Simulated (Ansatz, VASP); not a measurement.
Two plane-wave programs on CoH3

```
Co H
1.0
     0.00000    2.87583    2.87583
     2.87583    0.00000    2.87583
     2.87583    2.87583    0.00000
Co H
2 6
Direct
  0.75000 0.75000 0.75000
  0.50000 0.50000 0.50000
  0.48072 0.01928 0.01928
  0.01928 0.48072 0.48072
  0.01928 0.48072 0.01928
  0.48072 0.01928 0.48072
  0.01928 0.01928 0.48072
  0.48072 0.48072 0.01928
```

Alike in both runs: functional PBE; k mesh 3 × 3 × 3; occupations gaussian, width 0.15 eV; collinear spin.

Ansatz relaxed the structure, and its values are those at the end. VASP's run is a single point on that final structure, the one shown.

```csv
,VASP,Ansatz
version,VASP 6.6.1,Ansatz 0.2.0
potentials or method,"VASP PAW PBE potentials, release 64 (Co, H), cutoff 520 eV","scalar-relativistic, plane waves, PAW"
valence electrons in the cell,24,40
```

Ansatz gave:

```
gap on the k mesh at the Fermi level (eV)                     : none
pressure (GPa)                                                : -0.7
rms of the force components (eV/Å)                            : 0.008
net moment per atom (μB)                                      : 0.32
size of the moment on the site where the two differ most (μB) : 0.78
```

Question: Estimate VASP's values.

Answer: gap on the k mesh at the Fermi level (eV): none; pressure (GPa): -1.2; rms of the force components (eV/Å): 0.004; net moment per atom (μB): 0.32; size of the moment on the site where the two differ most (μB): 0.92.

Site moments also hang on the region over which each program counts them. A gap of «none» marks a metal or a gap that the smearing closes. VASP's potentials hold 24 valence electrons a cell and Ansatz's 40, so a difference there can come from the potentials and not from the codes.

The k mesh is coarse, so the values compare programs but aren't converged.
